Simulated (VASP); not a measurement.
Rh: single point with LDA

Rh:

```xyz
1
Lattice="0.0000 1.8773 1.8773 1.8773 0.0000 1.8773 1.8773 1.8773 0.0000" Properties=species:S:1:pos:R:3 pbc="T T T"
Rh    0.0000    0.0000    0.0000
```

| Property | Result |
| --- | --- |
| Program | VASP 6.6.1 |
| Task | single point |
| Functional | LDA |
| Potentials or basis | VASP PAW LDA potentials, release 64 (Rh_pv) |
| Cutoff | 520 eV |
| k mesh | 20 × 20 × 20 |
| Occupations | fermi-dirac, width 0.08 eV |
| Spin | no spin polarisation |

```
Pressure               : 0.9 GPa
Band gap on the k mesh : zero (an odd number of electrons rules out a gap without spin polarisation)
```

Levels at points of the mesh, in eV from the Fermi level:
```
           k point  band 5  band 6  band 7  band 8  band 9  band 10
(0.00, 0.00, 0.00)   -3.30   -3.30   -3.30   -1.04   -1.04    15.91
(0.50, 0.00, 0.00)   -3.37   -3.37    0.63    0.63    0.66     8.99
(0.50, 0.50, 0.00)   -6.34    0.61    1.07    1.07    3.26    12.74
```

It took 14 s on 1 thread of Intel(R) Xeon(R) 6975P-C (Granite Rapids), with other jobs on the host, peak memory 0.15 GiB.
